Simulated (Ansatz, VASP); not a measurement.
## One calculation of Ag, two programs

File INCAR:

```
PREC = Accurate ; ENCUT = 520
EDIFF = 1E-6 ; ISMEAR = -1
SIGMA = 0.05 ; LREAL = False
LASPH = True ; NELM = 60
ALGO = Normal ; ISIF = 2
LWAVE = False ; LCHARG = False
LDIPOL = True ; IDIPOL = 3
DIPOL = 0.5 0.5 0.500 ; GGA = CA
NBANDS = 36
```

The input KPOINTS:

```
regular mesh
0
Gamma
  13 13 1
```

File POSCAR:

```
Ag
1.0
    2.8284417091      0.0000000000      0.0000000000
   -1.4142208546      2.4495023732      0.0000000000
    0.0000000000      0.0000000000     25.2377000000
Ag
5
Direct
    0.8333333330      0.1666666670      0.3169870485
    0.1666666670      0.8333333330      0.4084935240
    0.5000000000      0.5000000000      0.5000000000
    0.8333333330      0.1666666670      0.5915064760
    0.1666666670      0.8333333330      0.6830129515
```

Input for Ansatz:

```yaml
crystal:
  lattice:
    - [2.8284417091, 0.0, 0.0]
    - [-1.4142208546, 2.4495023732, 0.0]
    - [0.0, 0.0, 25.2377]
  atoms:
    - { symbol: Ag, position: [0.833333333, 0.166666667, 0.3169870485] }
    - { symbol: Ag, position: [0.166666667, 0.833333333, 0.408493524] }
    - { symbol: Ag, position: [0.5, 0.5, 0.5] }
    - { symbol: Ag, position: [0.833333333, 0.166666667, 0.591506476] }
    - { symbol: Ag, position: [0.166666667, 0.833333333, 0.6830129515] }
kpoints:
  mp_grid: { grid: [13, 13, 1] }
scf:
  occupations: { method: fermi_dirac, width: 0.05 }
hamiltonian:
  xc: lda
  pseudopotentials: { kind: all_electron, lapw: { basis_error: 0.001 } }
output:
  forces: true
  stress: true
  eigenvalues: true
  populations: true
  dos: { projected: true, de: 0.2, e_range: [-14, 8] }
efield:
  axis: 3
  amplitude: 0
  dipole_correction: true
```

Alike in both runs: task single point; functional LDA; k mesh 13 × 13 × 1; occupations fermi-dirac, width 0.05 eV; no spin polarisation.

```csv
,VASP,Ansatz
version,VASP 6.6.1,Ansatz 0.2.0
potentials or method,"VASP PAW LDA potentials, release 64 (Ag), cutoff 520 eV","all-electron LAPW, scalar-relativistic"
```

```tsv
	VASP	Ansatz	Ansatz less VASP
rms of the force components (eV/Å)	0.010	0.010	+0.0003
```

LDA's correlation is that of Perdew and Zunger in VASP and of Perdew and Wang (1992) in Ansatz. Atom by atom the forces differ by 0.003 eV/Å (rms over components). Ansatz ran all-electron here, and VASP with PAW potentials.
